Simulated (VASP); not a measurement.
A run of VASP 6.6.1 is set up as follows.

Contents of INCAR:

```
PREC = Accurate
ENCUT = 520
EDIFF = 1E-7
ISMEAR = 0
SIGMA = 0.2
LREAL = F
LASPH = T
NELM = 80
ALGO = Normal
ISIF = 2
LWAVE = F
LCHARG = F
GGA = PE
NBANDS = 53
```

Contents of KPOINTS:

```
Automatic mesh
0
Gamma
  3 3 4
```

Contents of POSCAR:

```
TiGe4Pd2
1.0
    7.2368060513     -0.0000000036      0.0000000000
   -3.6184030225      6.2672578845      0.0000000000
    0.0000000000      0.0000000000      4.9486179342
Ti Ge Pd
1 4 2
Direct
    0.0000000000      0.0000000000      0.0000000000
    0.6552424030      0.0000000000      0.0000000000
    0.0000000000      0.6552424030      0.0000000000
    0.3447575970      0.3447575970      0.0000000000
    0.0000000000      0.0000000000      0.5000000000
    0.3333333333      0.6666666667      0.0000000000
    0.6666666667      0.3333333333      0.0000000000
```

Potentials or basis: VASP PAW PBE potentials, release 64 (Ti_sv, Ge_d, Pd).

Command:

```bash
$ cat potpaw_PBE.64/Ti_sv/POTCAR potpaw_PBE.64/Ge_d/POTCAR potpaw_PBE.64/Pd/POTCAR > POTCAR
$ mpirun -np 1 vasp_std > vasp.out
```

Task: What does it give for the band gap on the k mesh?

Result: Zero (bands 44 and 45 overlap by 1.10 eV).

Task: What does it give for the largest force?

Result: 0.011 eV/Å.

Task: Predict the pressure.

Result: 0.1 GPa.

Forces in eV/Å, atoms in the order of the input:
```
Ti   0.000  0.000  0.000
Ge   0.011  0.000  0.000
Ge  -0.006  0.010  0.000
Ge  -0.006 -0.010  0.000
Ge   0.000  0.000  0.000
Pd   0.000  0.000  0.000
Pd   0.000  0.000  0.000
```
